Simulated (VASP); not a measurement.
# MgZn3O3 (Pmmm) in VASP: density of states with PBE

Aim: the density of states of MgZn3O3 with PBE.

Program: VASP 6.6.1. These are calculated values, not measurements. Logs are shortened: lines on timing, memory, paths and dates and some standing lists are left out, and cuts for length are marked.

## (1) The cell of the first run

The structure is orthorhombic, space group Pmmm (No. 47). Conventional cell: a = 3.040 Å, b = 4.127 Å, c = 6.687 Å, α = 90.00°, β = 90.00°, γ = 90.00°. Mg (site symmetry mmm) has 2 O at 1.92 Å within 2.5 Å. Within 2.7 Å of Zn (site symmetry mm2) lie 4 O at 2.06 to 2.49 Å. Within 2.8 Å of Zn (site symmetry mmm) lie 4 O at 2.08 Å. Within 2.5 Å of O (site symmetry mm2) lie 1 Mg at 1.92 Å and 4 Zn at 2.06 to 2.08 Å. Within 3.3 Å of O (site symmetry mmm) lie 4 Zn at 2.49 Å and 4 Mg at 2.56 Å and 10 O at 3.04 to 3.20 Å.

## (2) Density of states, PBE

The input, POSCAR:

```
MgZn3O3
1.0
    3.0404794985      0.0000000000      0.0000000000
    0.0000000000      4.1270945056      0.0000000000
    0.0000000000      0.0000000000      6.6867529333
Mg Zn O
1 3 3
Direct
    0.5000000000      0.0000000000      0.0000000000
    0.5000000000      0.5000000000      0.2944053773
    0.5000000000      0.5000000000      0.7055946227
    0.0000000000      0.0000000000      0.5000000000
    0.5000000000      0.0000000000      0.2874790315
    0.0000000000      0.5000000000      0.0000000000
    0.5000000000      0.0000000000      0.7125209685
```

The input, INCAR.step1:

```
PREC = Accurate
ENCUT = 520
EDIFF = 1E-6
ISMEAR = 0
SIGMA = 0.1
LREAL = F
LASPH = T
NELM = 100
ALGO = Normal
ISIF = 2
LWAVE = F
LCHARG = T
GGA = PE
NBANDS = 37
```

The input, KPOINTS.step1:

```
regular mesh
0
Gamma
  12 10 6
```

The input, INCAR.step2:

```
PREC = Accurate
ENCUT = 520
EDIFF = 1E-6
ISMEAR = -5
SIGMA = 0.1
LREAL = F
LASPH = T
NELM = 100
ALGO = Normal
ISIF = 2
LWAVE = F
LCHARG = F
GGA = PE
LORBIT = 10
NBANDS = 37
NEDOS = 2001
ICHARG = 11
```

The input, KPOINTS.step2:

```
regular mesh
0
Gamma
  18 15 9
```

Potentials or basis: VASP PAW PBE potentials, release 64 (Mg, Zn, O).

Started as:

```console
$ cat potpaw_PBE.64/Mg/POTCAR potpaw_PBE.64/Zn/POTCAR potpaw_PBE.64/O/POTCAR > POTCAR
$ cp INCAR.step1 INCAR
$ cp KPOINTS.step1 KPOINTS
$ mpirun -np 1 vasp_std > vasp.out
$ cp INCAR.step2 INCAR
$ cp KPOINTS.step2 KPOINTS
$ mpirun -np 1 vasp_std > vasp.out
```

OUTCAR:

```text
PREC = Accurate
   ENCUT = 520
   EDIFF = 1E-6
   ISMEAR = -5
   LREAL = F
   LASPH = T
   NELM = 100
   ISIF = 2
   GGA = PE
   LORBIT = 10
   ICHARG = 11

 ion  position               nearest neighbor table
   1  0.500  0.000  0.000-   5 1.92   7 1.92   6 2.56   6 2.56   6 2.56   6 2.56   3 2.85   3 2.85
                             2 2.85   2 2.85
   2  0.500  0.500  0.294-   5 2.06   5 2.06   6 2.49   6 2.49   3 2.75   1 2.85   1 2.85   4 2.91
                             4 2.91   4 2.91   4 2.91
   3  0.500  0.500  0.706-   7 2.06   7 2.06   6 2.49   6 2.49   2 2.75   1 2.85   1 2.85   4 2.91
                             4 2.91   4 2.91   4 2.91
   4  0.000  0.000  0.500-   5 2.08   7 2.08   5 2.08   7 2.08   2 2.91   3 2.91   2 2.91   3 2.91
                             2 2.91   3 2.91   2 2.91   3 2.91
   5  0.500  0.000  0.287-   1 1.92   2 2.06   2 2.06   4 2.08   4 2.08
   6  0.000  0.500  0.000-   2 2.49   3 2.49   2 2.49   3 2.49   1 2.56   1 2.56   1 2.56   1 2.56

   7  0.500  0.000  0.713-   1 1.92   3 2.06   3 2.06   4 2.08   4 2.08

  LATTYP: Found a simple orthorhombic cell.
 ALAT       =     3.0404794985
 B/A-ratio  =     1.3573827772
 C/A-ratio  =     2.1992428946

  Lattice vectors:

 A1 = (   3.0404794985,   0.0000000000,   0.0000000000)
 A2 = (   0.0000000000,   4.1270945056,   0.0000000000)
 A3 = (   0.0000000000,   0.0000000000,   6.6867529333)

Analysis of symmetry for initial positions (statically):
=====================================================================
 Subroutine PRICEL returns:
 Original cell was already a primitive cell.

 Routine SETGRP: Setting up the symmetry group for a
 simple orthorhombic supercell.

 Subroutine GETGRP returns: Found  8 space group operations
 (whereof  8 operations were pure point group operations)
 out of a pool of  8 trial point group operations.

The static configuration has the point symmetry D_2h.

Analysis of symmetry for dynamics (positions and initial velocities):
=====================================================================
 Subroutine PRICEL returns:
 Original cell was already a primitive cell.

 Routine SETGRP: Setting up the symmetry group for a
 simple orthorhombic supercell.

 Subroutine GETGRP returns: Found  8 space group operations
 (whereof  8 operations were pure point group operations)
 out of a pool of  8 trial point group operations.

The dynamic configuration has the point symmetry D_2h.

 Subroutine INISYM returns: Found  8 space group operations
 (whereof  8 operations are pure point group operations),
 and found     1 'primitive' translations

----------------------------------------------------------------------------------------

                                     Primitive cell

  volume of cell :      83.9077

  direct lattice vectors                    reciprocal lattice vectors
     3.040479498  0.000000000  0.000000000     0.328895492  0.000000000  0.000000000
     0.000000000  4.127094506  0.000000000     0.000000000  0.242301212  0.000000000
     0.000000000  0.000000000  6.686752933     0.000000000  0.000000000  0.149549417

  length of vectors
     3.040479498  4.127094506  6.686752933     0.328895492  0.242301212  0.149549417

  position of ions in fractional coordinates (direct lattice)
     0.500000000  0.000000000  0.000000000
     0.500000000  0.500000000  0.294405377
     0.500000000  0.500000000  0.705594623
     0.000000000  0.000000000  0.500000000
     0.500000000  0.000000000  0.287479031
     0.000000000  0.500000000  0.000000000
     0.500000000  0.000000000  0.712520969

  ion indices of the primitive-cell ions
   primitive index   ion index
                 1           1
                 2           2
                 3           3
                 4           4
                 5           5
                 6           6
                 7           7

----------------------------------------------------------------------------------------

 KPOINTS: regular mesh

Automatic generation of k-mesh.
 Grid dimensions read from file:
 generate k-points for:   18   15    9

 Generating k-lattice:

  Cartesian coordinates                     Fractional coordinates (reciprocal lattice)
     0.018271972  0.000000000  0.000000000     0.055555556  0.000000000  0.000000000
     0.000000000  0.016153414  0.000000000     0.000000000  0.066666667  0.000000000
     0.000000000  0.000000000  0.016616602     0.000000000  0.000000000  0.111111111

  Length of vectors
     0.018271972  0.016153414  0.016616602

  Shift w.r.t. Gamma in fractional coordinates (k-lattice)
     0.000000000  0.000000000  0.000000000

 TETIRR: Found   7263 inequivalent tetrahedra from    14580

 Subroutine IBZKPT returns following result:
 ===========================================

 Found    400 irreducible k-points:

 Following reciprocal coordinates:
            Coordinates               Weight
  0.000000  0.000000  0.000000      1.000000
  0.055556  0.000000  0.000000      2.000000
  0.111111  0.000000  0.000000      2.000000
  0.166667  0.000000  0.000000      2.000000
  0.222222  0.000000  0.000000      2.000000
  0.277778  0.000000  0.000000      2.000000
[... 16 lines left out ...]
  0.111111  0.133333  0.000000      4.000000
  0.166667  0.133333  0.000000      4.000000
 [... further k-points ...]
   k-points           NKPTS =    400   k-points in BZ     NKDIM =    400   number of bands    NBANDS=     37
   number of dos      NEDOS =   2001   number of ions     NIONS =      7
   total plane-waves  NPLWV =  38400
   dimension x,y,z NGX =    24 NGY =   32 NGZ =   50
   dimension x,y,z NGXF=    48 NGYF=   64 NGZF=  100
   ions per type =               1   3   3
   NGX,Y,Z   is equivalent  to a cutoff of  13.12, 12.89, 12.43 a.u.
   NGXF,Y,Z  is equivalent  to a cutoff of  26.25, 25.78, 24.86 a.u.
 SYSTEM =  unknown system
   PREC   = accura    normal or accurate (medium, high low for compatibility)
   ISTART =      0    job   : 0-new  1-cont  2-samecut
   ICHARG =     11    charge: 1-file 2-atom 10-const
   ISPIN  =      1    spin polarized calculation?
   LNONCOLLINEAR =      F non collinear calculations
   LSORBIT =      F    spin-orbit coupling
   LASPH  =      T    aspherical Exc in radial PAW
   ENCUT  =  520.0 eV  38.22 Ry    6.18 a.u.   5.65  7.67 12.43*2*pi/ulx,y,z
   NELM   =    100;   NELMIN=  2; NELMDL=  0     # of ELM steps
   EDIFF  = 0.1E-05   stopping-criterion for ELM
   LREAL  =      F    real-space projection
   EDIFFG = 0.1E-04   stopping-criterion for IOM
   NSW    =      0    number of steps for IOM
   IBRION =     -1    ionic relax: 0-MD 1-quasi-New 2-CG
   NFREE  =      0    steps in history (QN), initial steepest desc. (CG)
   ISIF   =      2    stress and relaxation
   ISYM   =      2    0-nonsym 1-usesym 2-fastsym
   POTIM  = 0.5000    time-step for ionic-motion
   TEBEG  =    0.0;   TEEND  =   0.0 temperature during run
   PSTRESS=    0.0 pullay stress
   NELECT =      56.0000    total number of electrons
   NUPDOWN=      -1.0000    fix difference up-down
   EMIN   =  10.00;   EMAX   =-10.00  energy-range for DOS
   EFERMI =   0.00;   METHOD = LEGACY
   ISMEAR =    -5;   SIGMA  =   0.10  broadening in eV -4-tet -1-fermi 0-gaus
   EFERMI_NEDOS =   21; number of points for ismear=-14 and -15
   IALGO  =     38    algorithm
   IMIX   =      4    mixing-type and parameters
     AMIX     =   0.40;   BMIX     =  1.00
     AMIX_MAG =   1.60;   BMIX_MAG =  1.00
  volume/ion in A,a.u.               =      11.99        80.89
  Fermi-wavevector in a.u.,A,eV,Ry     =   1.430662  2.703558 27.848304  2.046793
  Thomas-Fermi vector in A             =   2.550483
   LORBIT       =     10    0 simple, 1 ext, 2 COOP (PROOUT), +10 PAW based schemes
   GGA     = PE    functional components
   LHFCALC =     F    Hartree Fock is set to
   AEXX    =    0.0000 exact exchange contribution
   IVDW    =     0    specifies the selected vdW correction
   LEPSILON=     F    determine dielectric tensor
   LRPA    =     F    only Hartree local field effects (RPA)
 non-spin polarized calculation
 Fermi weights with tetrahedron method with Bloechl corrections
  energy-cutoff  :      520.00
  volume of cell :       83.91
 maximum number of plane-waves:      2297
 NGX is ok and might be reduce to    24

 number of electron      55.9999986 magnetization

 Free energy of the ion-electron system (eV)
  ---------------------------------------------------
  ext. energy  EPLUGINS =         0.00000000
  ---------------------------------------------------
  free energy    TOTEN  =       -27.35495560 eV

  energy without entropy =      -27.35495560  energy(sigma->0) =      -27.35495560

 E-fermi :   3.5745     XC(G=0): -11.0656

 val. band max:        3.6075124654   @ k =   0.4444   0.2000   0.4444
 cond. band min:       3.5464308959   @ k =   0.0556   0.1333   0.3333
 fundamental gap:     -0.0610815694
 Fermi energy:         3.5744683866

 k-point     1 :       0.0000    0.0000    0.0000
  band No.  band energies     occupation
      1     -16.2967      2.00000
      2     -15.7535      2.00000
      3     -14.0062      2.00000
      4      -4.6263      2.00000
      5      -3.9190      2.00000
      6      -3.7705      2.00000
[... 29 lines left out ...]
     36      12.6493      0.00000
     37      12.7813      0.00000

 k-point     2 :       0.0556    0.0000    0.0000
  band No.  band energies     occupation
      1     -16.2827      2.00000
      2     -15.7472      2.00000
      3     -13.9961      2.00000
      4      -4.5960      2.00000
      5      -3.9134      2.00000
      6      -3.7898      2.00000
[... 872 lines left out ...]
 k-point    24 :       0.1667    0.1333    0.0000
  band No.  band energies     occupation
      1     -16.1486      2.00000
      2     -15.6768      2.00000
      3     -13.9223      2.00000
      4      -4.4726      2.00000
      5      -3.9129      2.00000
      6      -3.8740      2.00000
[... 29 lines left out ...]
     36      12.0446      0.00000
     37      12.3413      0.00000

 [... further k-points ...]

------------------------ aborting loop because EDIFF is reached ----------------------------------------

  FORCE on cell =-STRESS in cart. coord.  units (eV):
  Direction    XX          YY          ZZ          XY          YZ          ZX
  --------------------------------------------------------------------------------------
  -------------------------------------------------------------------------------------
  Total        0.1794622      0.2536840      0.0690793     -0.0000000      0.0000000      0.0000000
  in kB        3.4267443      4.8439746      1.3190370     -0.0000000      0.0000000      0.0000000
  external PRESSURE =       3.1965853 kB  Pullay stress =       0.0000000 kB

 VOLUME and BASIS-vectors are now :
 -----------------------------------------------------------------------------
  energy-cutoff  :      520.00
  volume of cell :       83.91
      direct lattice vectors                 reciprocal lattice vectors
     3.040479498  0.000000000  0.000000000     0.328895492  0.000000000  0.000000000
     0.000000000  4.127094506  0.000000000     0.000000000  0.242301212  0.000000000
     0.000000000  0.000000000  6.686752933     0.000000000  0.000000000  0.149549417

 POSITION                                       TOTAL-FORCE (eV/Angst)
 -----------------------------------------------------------------------------------
      1.52024      0.00000      0.00000         0.000000     -0.000000      0.000000
      1.52024      2.06355      1.96862         0.000000     -0.000000      0.018261
      1.52024      2.06355      4.71814        -0.000000     -0.000000     -0.018261
      0.00000      0.00000      3.34338         0.000000     -0.000000      0.000000
      1.52024      0.00000      1.92230         0.000000      0.000000     -0.068563
      0.00000      2.06355      0.00000         0.000000     -0.000000      0.000000
      1.52024      0.00000      4.76445         0.000000     -0.000000      0.068563
 -----------------------------------------------------------------------------------
    total drift:                                0.000000     -0.000000      0.000000

  FREE ENERGIE OF THE ION-ELECTRON SYSTEM (eV)
  ---------------------------------------------------
  free  energy   TOTEN  =       -27.3549556029 eV

  energy  without entropy=      -27.3549556029  energy(sigma->0) =      -27.35495560

 total charge

# of ion       s       p       d       tot
------------------------------------------
    1        0.151   0.153   0.061   0.364
    2        0.505   0.360   9.818  10.684
    3        0.505   0.360   9.818  10.684
    4        0.430   0.419   9.872  10.721
    5        1.573   3.460   0.000   5.033
    6        1.570   3.293   0.000   4.863
    7        1.573   3.460   0.000   5.033
--------------------------------------------------
tot          6.306  11.505  29.570  47.381
```

It took 9.1 min on 1 thread of AMD EPYC 9R45 (Zen 5), shared host; peak memory 0.98 GiB.

What came out:

| Item | Value |
| --- | --- |
| Valence electrons inside the program's atomic spheres | Mg 0.36; Zn 10.68, 10.72; O 5.03, 4.86 |

Caveat: tetrahedron occupations give inexact forces and stress in metals.
